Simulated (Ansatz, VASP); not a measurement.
# Al2N: VASP beside Ansatz

```
Al N
1.0
     3.05049    0.00000    0.00000
    -1.52525    2.64181    0.00000
     0.00000    0.00000   10.35770
Al N
4 2
Direct
  0.00000 0.00000 0.36779
  0.00000 0.00000 0.63221
  0.66667 0.33333 0.11708
  0.33333 0.66667 0.88292
  0.66667 0.33333 0.29942
  0.33333 0.66667 0.70058
```

Change from the starting cell: species swapped into the B2O type (P-3m1, No. 164).

Alike in both runs: task relaxation of cell and atoms; functional PBE; k mesh 12 × 12 × 4; occupations gaussian, width 0.1 eV; no spin polarisation.

|  | VASP | Ansatz |
| --- | --- | --- |
| version | VASP 6.6.1 | Ansatz 0.2.0 |
| potentials or method | VASP PAW PBE potentials, release 64 (Al, N), cutoff 600 eV | scalar-relativistic, plane waves, PAW |
| valence electrons in the cell | 22 | 22 |

Ansatz gave:

| Quantity | Value |
| --- | --- |
| gap on the k mesh at the Fermi level, each at its own relaxed structure (eV) | none |
| relaxed volume (Å³/atom) | 13.67 |
| relaxed cell length with the largest relative difference (Å) | 9.952 |

Question: What did VASP give for the same quantities?

Answer: gap on the k mesh at the Fermi level, each at its own relaxed structure (eV): none; relaxed volume (Å³/atom): 13.65; relaxed cell length with the largest relative difference (Å): 9.946.

A gap of «none» marks a metal or a gap that the smearing closes.
